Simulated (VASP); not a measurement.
# HgRuPt3 (P4mm) in VASP: notebook

Runs on HgRuPt3. Level: PBE. Tasks: single point.

All numbers are computed with VASP 6.6.1; they aren't measurements. Logs are shortened: lines on timing, memory, paths and dates and some standing lists are left out, and cuts for length are marked.

## Step 1: The cell of the first run

Symmetry: P4mm, No. 99, tetragonal system. Conventional cell: a = 4.744 Å, b = 4.744 Å, c = 5.495 Å, α = 90.00°, β = 90.00°, γ = 90.00°. Hg (site symmetry 4mm) has 6 Pt at 2.64 to 3.11 Å and 4 Ru at 3.55 Å within 3.6 Å. Within 3.3 Å of Ru (site symmetry 4mm) lie 4 Pt at 2.52 Å. Within 3.3 Å of Pt (site symmetry 4mm) lie 4 Pt at 2.52 Å and 2 Hg at 2.64 to 2.85 Å. Within 3.4 Å of Pt (site symmetry 2mm) lie 6 Pt at 2.52 to 3.35 Å and 2 Ru at 2.52 Å and 2 Hg at 3.11 Å.

## Step 2: Single point, PBE

Contents of INCAR:

```
SYSTEM = HgRuPt3
PREC = Accurate ; ENCUT = 520
EDIFF = 1E-6 ; ISMEAR = 0
SIGMA = 0.1 ; LREAL = .False.
LASPH = .True. ; NELM = 60
ALGO = Normal ; ISIF = 2
LWAVE = .False. ; LCHARG = .True.
GGA = PE ; LELF = .True.
LVHAR = .True. ; NBANDS = 36
```

Contents of KPOINTS:

```
regular mesh
0
Gamma
  4 4 4
  0 0 0
```

Contents of POSCAR:

```
HgRuPt3
1.0
    4.7439043639      0.0000000000      0.0000000000
    0.0000000000      4.7439043639      0.0000000000
    0.0000000000      0.0000000000      5.4949375804
Hg Ru Pt
1 1 3
Direct
    0.5000000000      0.5000000000      0.1988981988
    0.0000000000      0.0000000000      0.4116651715
    0.5000000000      0.5000000000      0.7181665170
    0.0000000000      0.5000000000      0.5656350563
    0.5000000000      0.0000000000      0.5656350563
```

Potentials or basis: VASP PAW PBE potentials, release 64 (Hg, Ru_pv, Pt).

Started as:

```
$ cat potpaw_PBE.64/Hg/POTCAR potpaw_PBE.64/Ru_pv/POTCAR potpaw_PBE.64/Pt/POTCAR > POTCAR
$ mpirun -np 1 vasp_std > vasp.out
```

OUTCAR:

```text
SYSTEM = HgRuPt3
   PREC = Accurate
   ENCUT = 520
   EDIFF = 1E-6
   ISMEAR = 0
   LREAL = .False.
   LASPH = .True.
   NELM = 60
   ISIF = 2
   GGA = PE

 ion  position               nearest neighbor table
   1  0.500  0.500  0.199-   3 2.64   3 2.85   4 3.11   5 3.11   5 3.11   4 3.11   2 3.55   2 3.55
                             2 3.55   2 3.55
   2  0.000  0.000  0.412-   4 2.52   5 2.52   4 2.52   5 2.52   1 3.55   1 3.55   1 3.55   1 3.55

   3  0.500  0.500  0.718-   4 2.52   5 2.52   5 2.52   4 2.52   1 2.64   1 2.85
   4  0.000  0.500  0.566-   3 2.52   3 2.52   2 2.52   2 2.52   1 3.11   1 3.11   5 3.35   5 3.35
                             5 3.35   5 3.35
   5  0.500  0.000  0.566-   3 2.52   3 2.52   2 2.52   2 2.52   1 3.11   1 3.11   4 3.35   4 3.35
                             4 3.35   4 3.35

  LATTYP: Found a simple tetragonal cell.
 ALAT       =     4.7439043639
 C/A-ratio  =     1.1583154210

  Lattice vectors:

 A1 = (   4.7439043639,   0.0000000000,   0.0000000000)
 A2 = (   0.0000000000,   4.7439043639,   0.0000000000)
 A3 = (   0.0000000000,   0.0000000000,   5.4949375804)

Analysis of symmetry for initial positions (statically):
=====================================================================
 Subroutine PRICEL returns:
 Original cell was already a primitive cell.

 Routine SETGRP: Setting up the symmetry group for a
 simple tetragonal supercell.

 Subroutine GETGRP returns: Found  8 space group operations
 (whereof  8 operations were pure point group operations)
 out of a pool of 16 trial point group operations.

The static configuration has the point symmetry C_4v.

Analysis of symmetry for dynamics (positions and initial velocities):
=====================================================================
 Subroutine PRICEL returns:
 Original cell was already a primitive cell.

 Routine SETGRP: Setting up the symmetry group for a
 simple tetragonal supercell.

 Subroutine GETGRP returns: Found  8 space group operations
 (whereof  8 operations were pure point group operations)
 out of a pool of 16 trial point group operations.

The dynamic configuration has the point symmetry C_4v.

 Subroutine INISYM returns: Found  8 space group operations
 (whereof  8 operations are pure point group operations),
 and found     1 'primitive' translations

----------------------------------------------------------------------------------------

                                     Primitive cell

  volume of cell :     123.6615

  direct lattice vectors                    reciprocal lattice vectors
     4.743904364  0.000000000  0.000000000     0.210796830  0.000000000  0.000000000
     0.000000000  4.743904364  0.000000000     0.000000000  0.210796830  0.000000000
     0.000000000  0.000000000  5.494937580     0.000000000  0.000000000  0.181985689

  length of vectors
     4.743904364  4.743904364  5.494937580     0.210796830  0.210796830  0.181985689

  position of ions in fractional coordinates (direct lattice)
     0.500000000  0.500000000  0.198898199
     0.000000000  0.000000000  0.411665171
     0.500000000  0.500000000  0.718166517
     0.000000000  0.500000000  0.565635056
     0.500000000  0.000000000  0.565635056

  ion indices of the primitive-cell ions
   primitive index   ion index
                 1           1
                 2           2
                 3           3
                 4           4
                 5           5

----------------------------------------------------------------------------------------

 KPOINTS: regular mesh

Automatic generation of k-mesh.
 Grid dimensions read from file:
 generate k-points for:    4    4    4

 Generating k-lattice:

  Cartesian coordinates                     Fractional coordinates (reciprocal lattice)
     0.052699207  0.000000000  0.000000000     0.250000000  0.000000000  0.000000000
     0.000000000  0.052699207  0.000000000     0.000000000  0.250000000  0.000000000
     0.000000000  0.000000000  0.045496422     0.000000000  0.000000000  0.250000000

  Length of vectors
     0.052699207  0.052699207  0.045496422

  Shift w.r.t. Gamma in fractional coordinates (k-lattice)
     0.000000000  0.000000000  0.000000000

 Subroutine IBZKPT returns following result:
 ===========================================

 Found     18 irreducible k-points:

 Following reciprocal coordinates:
            Coordinates               Weight
  0.000000  0.000000  0.000000      1.000000
  0.250000  0.000000  0.000000      4.000000
  0.500000  0.000000  0.000000      2.000000
  0.250000  0.250000  0.000000      4.000000
  0.500000  0.250000  0.000000      4.000000
  0.500000  0.500000  0.000000      1.000000
[... 10 lines left out ...]
  0.500000  0.250000  0.500000      4.000000
  0.500000  0.500000  0.500000      1.000000
   k-points           NKPTS =     18   k-points in BZ     NKDIM =     18   number of bands    NBANDS=     36
   number of dos      NEDOS =    301   number of ions     NIONS =      5
   total plane-waves  NPLWV =  54432
   dimension x,y,z NGX =    36 NGY =   36 NGZ =   42
   dimension x,y,z NGXF=    72 NGYF=   72 NGZF=   84
   ions per type =               1   1   3
   NGX,Y,Z   is equivalent  to a cutoff of  12.62, 12.62, 12.71 a.u.
   NGXF,Y,Z  is equivalent  to a cutoff of  25.23, 25.23, 25.41 a.u.
 SYSTEM =  HgRuPt3
   PREC   = accura    normal or accurate (medium, high low for compatibility)
   ISTART =      0    job   : 0-new  1-cont  2-samecut
   ICHARG =      2    charge: 1-file 2-atom 10-const
   ISPIN  =      1    spin polarized calculation?
   LNONCOLLINEAR =      F non collinear calculations
   LSORBIT =      F    spin-orbit coupling
   LASPH  =      T    aspherical Exc in radial PAW
   ENCUT  =  520.0 eV  38.22 Ry    6.18 a.u.   8.82  8.82 10.22*2*pi/ulx,y,z
   NELM   =     60;   NELMIN=  2; NELMDL= -5     # of ELM steps
   EDIFF  = 0.1E-05   stopping-criterion for ELM
   LREAL  =      F    real-space projection
   EDIFFG = 0.1E-04   stopping-criterion for IOM
   NSW    =      0    number of steps for IOM
   IBRION =     -1    ionic relax: 0-MD 1-quasi-New 2-CG
   NFREE  =      0    steps in history (QN), initial steepest desc. (CG)
   ISIF   =      2    stress and relaxation
   ISYM   =      2    0-nonsym 1-usesym 2-fastsym
   POTIM  = 0.5000    time-step for ionic-motion
   TEBEG  =    0.0;   TEEND  =   0.0 temperature during run
   PSTRESS=    0.0 pullay stress
   NELECT =      56.0000    total number of electrons
   NUPDOWN=      -1.0000    fix difference up-down
   EMIN   =  10.00;   EMAX   =-10.00  energy-range for DOS
   EFERMI =   0.00;   METHOD = LEGACY
   ISMEAR =     0;   SIGMA  =   0.10  broadening in eV -4-tet -1-fermi 0-gaus
   EFERMI_NEDOS =   21; number of points for ismear=-14 and -15
   IALGO  =     38    algorithm
   IMIX   =      4    mixing-type and parameters
     AMIX     =   0.40;   BMIX     =  1.00
     AMIX_MAG =   1.60;   BMIX_MAG =  1.00
  volume/ion in A,a.u.               =      24.73       166.90
  Fermi-wavevector in a.u.,A,eV,Ry     =   1.257166  2.375699 21.503551  1.580466
  Thomas-Fermi vector in A             =   2.390838
   LORBIT       =      0    0 simple, 1 ext, 2 COOP (PROOUT), +10 PAW based schemes
   GGA     = PE    functional components
   LHFCALC =     F    Hartree Fock is set to
   AEXX    =    0.0000 exact exchange contribution
   IVDW    =     0    specifies the selected vdW correction
   LEPSILON=     F    determine dielectric tensor
   LRPA    =     F    only Hartree local field effects (RPA)
 non-spin polarized calculation
 Gauss-broadening in eV      SIGMA  =   0.10
  energy-cutoff  :      520.00
  volume of cell :      123.66
 maximum number of plane-waves:      3368
 NGX is ok and might be reduce to    36
   NGX = 17   NGY = 17   NGZ = 21

 number of electron      56.0000005 magnetization

 Free energy of the ion-electron system (eV)
  ---------------------------------------------------
  ext. energy  EPLUGINS =         0.00000000
  ---------------------------------------------------
  free energy    TOTEN  =       -23.63376841 eV

  energy without entropy =      -23.61766242  energy(sigma->0) =      -23.62571541

 E-fermi :   4.3781     XC(G=0): -10.1052

 val. band max:        4.3239093595   @ k =   0.2500   0.2500   0.0000
 cond. band min:       4.3954314395   @ k =   0.5000   0.5000   0.5000
 fundamental gap:      0.0715220800
 Fermi energy:         4.3781379047

 k-point     1 :       0.0000    0.0000    0.0000
  band No.  band energies     occupation
      1     -38.0931      2.00000
      2     -38.0931      2.00000
      3     -37.5750      2.00000
      4      -3.9884      2.00000
      5      -2.5149      2.00000
      6      -2.4270      2.00000
[... 28 lines left out ...]
     35       9.9292      0.00000
     36      12.1322      0.00000

 k-point     2 :       0.2500    0.0000    0.0000
  band No.  band energies     occupation
      1     -38.0974      2.00000
      2     -38.0932      2.00000
      3     -37.5739      2.00000
      4      -3.7505      2.00000
      5      -2.6293      2.00000
      6      -2.4743      2.00000
[... 28 lines left out ...]
     35      10.2718      0.00000
     36      11.1378      0.00000

 k-point     3 :       0.5000    0.0000    0.0000
  band No.  band energies     occupation
      1     -38.1017      2.00000
      2     -38.0933      2.00000
      3     -37.5729      2.00000
      4      -3.5224      2.00000
      5      -2.6760      2.00000
      6      -2.4949      2.00000
[... 28 lines left out ...]
     35      10.0486      0.00000
     36      10.0489      0.00000

 k-point     4 :       0.2500    0.2500    0.0000
  band No.  band energies     occupation
      1     -38.0975      2.00000
      2     -38.0975      2.00000
      3     -37.5729      2.00000
      4      -3.5687      2.00000
      5      -2.6805      2.00000
      6      -2.5761      2.00000
[... 28 lines left out ...]
     35       9.5979      0.00000
     36      10.0013      0.00000

 k-point     5 :       0.5000    0.2500    0.0000
  band No.  band energies     occupation
      1     -38.1018      2.00000
      2     -38.0976      2.00000
      3     -37.5719      2.00000
      4      -3.4007      2.00000
      5      -2.6902      2.00000
      6      -2.6389      2.00000
[... 421 lines left out ...]
 k-point    16 :       0.2500    0.2500    0.5000
  band No.  band energies     occupation
      1     -38.0975      2.00000
      2     -38.0975      2.00000
      3     -37.5729      2.00000
      4      -2.7122      2.00000
      5      -2.3859      2.00000
      6      -2.3469      2.00000
[... 28 lines left out ...]
     35       8.9374      0.00000
     36      11.3868      0.00000

 k-point    17 :       0.5000    0.2500    0.5000
  band No.  band energies     occupation
      1     -38.1018      2.00000
      2     -38.0976      2.00000
      3     -37.5719      2.00000
      4      -2.4961      2.00000
      5      -2.4486      2.00000
      6      -2.3722      2.00000
[... 28 lines left out ...]
     35       8.1148      0.00000
     36      10.2139      0.00000

 k-point    18 :       0.5000    0.5000    0.5000
  band No.  band energies     occupation
      1     -38.1020      2.00000
      2     -38.1020      2.00000
      3     -37.5710      2.00000
      4      -2.4483      2.00000
      5      -2.4483      2.00000
      6      -2.3840      2.00000
[... 28 lines left out ...]
     35       7.0327      0.00000
     36       8.8161      0.00000

------------------------ aborting loop because EDIFF is reached ----------------------------------------

  FORCE on cell =-STRESS in cart. coord.  units (eV):
  Direction    XX          YY          ZZ          XY          YZ          ZX
  --------------------------------------------------------------------------------------
  -------------------------------------------------------------------------------------
  Total       -0.0079607     -0.0079607      0.2390405      0.0000000      0.0000000      0.0000000
  in kB       -0.1031395     -0.1031395      3.0970450      0.0000000      0.0000000      0.0000000
  external PRESSURE =       0.9635886 kB  Pullay stress =       0.0000000 kB

 VOLUME and BASIS-vectors are now :
 -----------------------------------------------------------------------------
  energy-cutoff  :      520.00
  volume of cell :      123.66
      direct lattice vectors                 reciprocal lattice vectors
     4.743904364  0.000000000  0.000000000     0.210796830  0.000000000  0.000000000
     0.000000000  4.743904364  0.000000000     0.000000000  0.210796830  0.000000000
     0.000000000  0.000000000  5.494937580     0.000000000  0.000000000  0.181985689

 POSITION                                       TOTAL-FORCE (eV/Angst)
 -----------------------------------------------------------------------------------
      2.37195      2.37195      1.09293         0.000000      0.000000     -0.008844
      0.00000      0.00000      2.26207         0.000000      0.000000     -0.016407
      2.37195      2.37195      3.94628        -0.000000     -0.000000     -0.053612
      0.00000      2.37195      3.10813         0.000000     -0.000000      0.039431
      2.37195      0.00000      3.10813         0.000000      0.000000      0.039431
 -----------------------------------------------------------------------------------
    total drift:                                0.000000      0.000000     -0.000581

  FREE ENERGIE OF THE ION-ELECTRON SYSTEM (eV)
  ---------------------------------------------------
  free  energy   TOTEN  =       -23.6337684066 eV

  energy  without entropy=      -23.6176624199  energy(sigma->0) =      -23.62571541
```

Run time: 95 s. Hardware: 1 thread of AMD EPYC 7R43 (Zen 3), shared host; peak memory 0.23 GiB.

Results:

```
Free energy            : -23.6338 eV
Pressure               : 0.1 GPa
Largest force          : 0.054 eV/Å
Band gap on the k mesh : zero (bands 28 and 29 overlap by 0.62 eV)
```

Forces on the atoms (eV/Å):
```
Hg   0.000  0.000 -0.009
Ru   0.000  0.000 -0.016
Pt   0.000  0.000 -0.054
Pt   0.000  0.000  0.039
Pt   0.000  0.000  0.039
```

Stress tensor (GPa, compression positive):
```
-0.01  0.00  0.00
 0.00 -0.01  0.00
 0.00  0.00  0.31
```

Caveat: spin-orbit coupling is left out, which moves the levels of the heavy elements.

## Step 3: Single point, PBE

This run uses another cell than the first one, of 24.79 Å³/atom.

Contents of INCAR:

```
SYSTEM = HgRuPt3
  PREC = Accurate
  ENCUT = 520
  EDIFF = 1E-7
  ISMEAR = 0
  SIGMA = 0.1
  LREAL = .FALSE.
  LASPH = .TRUE.
  NELM = 60
  ALGO = Fast
  ISIF = 2
  LWAVE = .FALSE.
  LCHARG = .FALSE.
  GGA = PE
  NBANDS = 36
```

Contents of KPOINTS:

```
Automatic mesh
0
G
  8 8 8
  0 0 0
```

Contents of POSCAR:

```
HgRuPt3
1.0
    4.7419219250      0.0000000000      0.0000000000
    0.0000000000      4.7419219250      0.0000000000
    0.0000000000      0.0000000000      5.5129272992
Hg Ru Pt
1 1 3
Direct
    0.5000000000      0.5000000000      0.1996071384
    0.0000000000      0.0000000000      0.4084855876
    0.5000000000      0.5000000000      0.7191103840
    0.0000000000      0.5000000000      0.5663984450
    0.5000000000      0.0000000000      0.5663984450
```

Potentials or basis: VASP PAW PBE potentials, release 64 (Hg, Ru_pv, Pt).

Started as:

```
$ cat potpaw_PBE.64/Hg/POTCAR potpaw_PBE.64/Ru_pv/POTCAR potpaw_PBE.64/Pt/POTCAR > POTCAR
$ mpirun -np 1 vasp_std > vasp.out
```

Wall time 8.1 min (1 thread of AMD EPYC 7R43 (Zen 3), shared host); peak memory 0.42 GiB.

It converged, with:

```yaml
Free_energy: -23.5374 eV
Pressure: -0.1 GPa
Largest_force: 0.062 eV/Å
Band_gap_on_the_k_mesh: zero (bands 28 and 29 overlap by 0.58 eV)
```

Forces in eV/Å, atoms in the order of the input:
```
Hg   0.000  0.000  0.003
Ru   0.000  0.000 -0.002
Pt   0.000  0.000 -0.062
Pt   0.000  0.000  0.030
Pt   0.000  0.000  0.030
```

Stress tensor (GPa, compression positive):
```
-0.22  0.00  0.00
 0.00 -0.22  0.00
 0.00  0.00  0.23
```

Levels at points of the mesh, in eV from the Fermi level:
```tsv
k point	band 24	band 25	band 26	band 27	band 28	band 29	band 30	band 31	band 32	band 33
(0.00, 0.00, 0.00)	-1.66	-1.49	-1.21	-1.21	0.52	0.70	0.77	1.27	1.27	1.39
(0.50, 0.00, 0.00)	-1.30	-0.98	-0.64	-0.37	-0.13	0.42	0.48	1.36	2.70	2.75
(0.50, 0.50, 0.00)	-0.58	-0.58	-0.43	-0.24	0.14	0.35	0.35	0.42	1.02	1.84
(0.00, 0.00, 0.50)	-1.90	-1.66	-1.24	-1.24	-0.79	0.53	0.67	2.52	2.52	3.52
(0.50, 0.00, 0.50)	-1.36	-1.29	-0.65	-0.51	-0.14	-0.05	0.33	0.84	1.26	4.61
(0.50, 0.50, 0.50)	-0.81	-0.68	-0.68	-0.45	-0.05	0.42	0.51	0.51	0.76	1.01
```

Caveat: spin-orbit coupling is left out, which moves the levels of the heavy elements.

The gap in the log of VASP goes by the Fermi energy; the results here count the filled bands.